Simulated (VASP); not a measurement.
Al3GaN4, 8 atoms in the cell. Symmetry: Pm, No. 6, monoclinic system. The conventional cell has a = 4.807 Å, b = 3.002 Å, c = 5.195 Å, α = 90.00°, β = 90.05°, γ = 90.00°. Within 2.4 Å of Al (site symmetry m) lie 4 N at 1.80 to 1.82 Å. Within 2.4 Å of Al (site symmetry m) lie 4 N at 1.81 to 1.82 Å. Al (site symmetry m) has 4 N at 1.81 to 1.82 Å within 2.4 Å. Within 2.5 Å of Ga (site symmetry m) lie 4 N at 1.85 to 1.88 Å. N (site symmetry m) has 3 Al at 1.81 Å and 1 Ga at 1.88 Å within 2.4 Å. Within 2.4 Å of N (site symmetry m) lie 4 Al at 1.82 Å. Within 2.4 Å of N (site symmetry m) lie 2 Al at 1.80 to 1.81 Å and 2 Ga at 1.85 Å. Within 2.4 Å of N (site symmetry m) lie 3 Al at 1.81 to 1.82 Å and 1 Ga at 1.86 Å. 

```yaml
Program: VASP 6.6.1
Task: single point
Functional: r2SCAN
Potentials_or_basis: VASP PAW PBE potentials, release 64 (Al, Ga_d, N)
Cutoff: 520 eV
k_mesh: 6 × 8 × 4
Occupations: gaussian, width 0.02 eV
Spin: no spin polarisation
Dipole_correction: no
Further_INCAR_settings: ALGO = Normal; EDIFF = 1e-06; NBANDS = 31
```

Potentials or basis: VASP PAW PBE potentials, release 64 (Al, Ga_d, N).

Run with:

```bash
$ cat potpaw_PBE.64/Al/POTCAR potpaw_PBE.64/Ga_d/POTCAR potpaw_PBE.64/N/POTCAR > POTCAR
$ cp INCAR.step1 INCAR
$ mpirun -np 1 vasp_std > vasp.out
$ cp INCAR.step2 INCAR
$ mpirun -np 1 vasp_std > vasp.out
```

Hardware: 1 thread of Intel Xeon 8259CL, with other jobs on the host.

Q: Estimate the wall time of this run.

A: Run time: 17 min on 1 thread of Intel Xeon 8259CL, with other jobs on the host, peak memory 0.29 GiB. Counts: k points 70.
